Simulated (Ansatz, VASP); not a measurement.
## C in VASP and in Ansatz

Contents of INCAR:

```
PREC = Accurate ; ENCUT = 520
EDIFF = 1E-7 ; ISMEAR = 0
SIGMA = 0.1 ; LREAL = False
LASPH = True ; NELM = 80
ALGO = Normal ; ISIF = 2
LWAVE = False ; LCHARG = False
LDIPOL = True ; IDIPOL = 3
DIPOL = 0.5 0.5 0.357 ; GGA = PE
IVDW = 12 ; NBANDS = 16
```

Contents of KPOINTS:

```
Automatic mesh
0
Gamma
  15 15 1
```

The input POSCAR:

```
C
1.0
    2.4656524409      0.0000000000      0.0000000000
   -1.2328262205      2.1353176507      0.0000000000
    0.0000000000      0.0000000000     17.5000663885
C
4
Direct
    0.6666666667      0.3333333333      0.2571437784
    0.3333333333      0.6666666667      0.2571418816
    0.6666666667      0.3333333333      0.4577163429
    1.0000000000      0.0000000000      0.4577144461
```

Input for Ansatz:

```yaml
crystal:
  lattice:
    - [2.4656524409, 0.0, 0.0]
    - [-1.2328262205, 2.1353176507, 0.0]
    - [0.0, 0.0, 17.5000663885]
  atoms:
    - { symbol: C, position: [0.6666666667, 0.3333333333, 0.2571437784] }
    - { symbol: C, position: [0.3333333333, 0.6666666667, 0.2571418816] }
    - { symbol: C, position: [0.6666666667, 0.3333333333, 0.4577163429] }
    - { symbol: C, position: [1.0, 0.0, 0.4577144461] }
basis:
  ecutwfc: 420
kpoints:
  mp_grid: { grid: [15, 15, 1] }
hamiltonian:
  xc: pbe
  pseudopotentials: { kind: paw, azcp: { folder: soft_1 } }
  dispersion: d3bj
scf:
  occupations: { method: gaussian, width: 0.1 }
output:
  forces: true
  eigenvalues: true
efield:
  axis: 3
  dipole_correction: true
  ramp_width: 0.04
```

Alike in both runs: task single point; functional PBE; dispersion D3(BJ); k mesh 15 × 15 × 1; occupations gaussian, width 0.1 eV; no spin polarisation.

```csv
,VASP,Ansatz
version,VASP 6.6.1,Ansatz 0.2.0
potentials or method,"VASP PAW PBE potentials, release 64 (C), cutoff 520 eV","scalar-relativistic, plane waves, PAW"
valence electrons in the cell,16,16
```

|  | VASP | Ansatz | Ansatz less VASP |
| --- | --- | --- | --- |
| gap on the k mesh at the Fermi level (eV) | none | none | - |
| least direct gap on the mesh (eV) | 0.00 | 0.00 | -0.004 |
| rms of the force components (eV/Å) | 0.009 | 0.009 | -0.0001 |

Atom by atom the forces differ by 0.000 eV/Å (rms over components). A gap of «none» marks a metal or a gap that the smearing closes.

A gap of «none» marks a metal or a gap under the smearing width.
